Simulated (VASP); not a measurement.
Runs of VASP 6.6.1 on Al2CdPt4. Symmetry: I-4, No. 82, tetragonal system. Conventional cell: a = 5.254 Å, b = 5.254 Å, c = 9.744 Å, α = 90.00°, β = 90.00°, γ = 90.00°. Within 2.9 Å of Pt (site symmetry 1) lie 2 Al at 2.22 to 2.23 Å and 1 Cd at 2.28 Å. Cd (site symmetry -4) has 4 Pt at 2.28 Å within 3.0 Å. Within 2.9 Å of Al (site symmetry -4) lie 4 Pt at 2.23 Å. Within 2.9 Å of Al (site symmetry -4) lie 4 Pt at 2.22 Å. 

| level | potentials or basis | smearing | gap on the mesh (eV) | pressure (GPa) | largest force (eV/Å) |
| --- | --- | --- | --- | --- | --- |
| LDA | VASP PAW LDA potentials, release 64 (Pt, Cd, Al) | gaussian 0.2445 eV | none | 26.9 | 5.54 |
| PBE | VASP PAW PBE potentials, release 64 (Pt, Cd, Al) | gaussian 0.2445 eV | none | (b) | 6.03 |
| PBE | VASP PAW PBE potentials, release 64 (Pt, Cd, Al) | tetrahedron | none | 35.4 | 6.05 |
| PBEsol | VASP PAW PBE potentials, release 64 (Pt, Cd, Al) | gaussian 0.2445 eV | none | (a) | 5.75 |

Alike in all rows: task single point; no spin polarisation; cell as given; k mesh 4 × 4 × 4; cutoff (eV) 520.

Fill in the values left out.

(a) 30.2; (b) 35.3.

Caveats: spin-orbit coupling is left out, which moves the levels of the heavy elements; forces of over 1 eV/Å act on the atoms, so gaps and moduli don't describe the material at rest (some runs); tetrahedron occupations give inexact forces and stress in metals (some runs); the PAW data sets were made with another functional, which shifts forces and pressure a little (some runs).

A k mesh can miss the band edges, and the runs leave out spin-orbit coupling on Cd, Pt.

A gap of «none» marks levels without a gap at the run's occupations.
